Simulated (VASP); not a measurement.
Set up this calculation in VASP 6.6.1, as the native input.

```yaml
Task: single point
Functional: PBE
Potentials_or_basis: VASP PAW PBE potentials, release 64 (Ga_d, N)
Cutoff: 520 eV
k_mesh: 12 × 12 × 6
Occupations: gaussian, width 0.05 eV
Spin: no spin polarisation
Dipole_correction: no
Further_INCAR_settings: ALGO = Normal; EDIFF = 1e-06; NBANDS = 26
```

The structure of GaN lies in POSCAR:

```
GaN
1.0
    3.1799996605      0.0000000000      0.0000000000
   -1.5899998303      2.7539604900      0.0000000000
    0.0000000000      0.0000000000      4.9077000000
Ga N
2 2
Direct
    0.3333333333      0.6666666667      0.0000000000
    0.6666666667      0.3333333333      0.5000000000
    0.3333333333      0.6666666667      0.3750000000
    0.6666666667      0.3333333333      0.8750000000
```

This cell differs from its parent crystal: strain +0.000 along x and y, -0.050 along z.

These files were run (other wordings do the same):

INCAR

```
  PREC = Accurate
  ENCUT = 520
  EDIFF = 1E-6
  ISMEAR = 0
  SIGMA = 0.05
  LREAL = F
  LASPH = T
  NELM = 80
  ALGO = Normal
  ISIF = 2
  LWAVE = F
  LCHARG = F
  GGA = PE
  NBANDS = 26
```

KPOINTS

```
Automatic mesh
0
Gamma
  12 12 6
```

Potentials or basis: VASP PAW PBE potentials, release 64 (Ga_d, N).

Run with:

```console
$ cat potpaw_PBE.64/Ga_d/POTCAR potpaw_PBE.64/N/POTCAR > POTCAR
$ mpirun -np 1 vasp_std > vasp.out
```

It gave:

- Pressure: 20.1 GPa
- Largest force: 1.077 eV/Å
- Band gap on the k mesh: 2.32 eV, direct

Caveat: the cell differs from its parent crystal (strain +0.000 along x and y, -0.050 along z); forces of over 1 eV/Å act on the atoms, so gaps and moduli don't describe the material at rest.

Run time: 73 s on 1 thread of Intel(R) Xeon(R) Platinum 8488C (Sapphire Rapids), with other jobs on the host, peak memory 0.2 GiB.
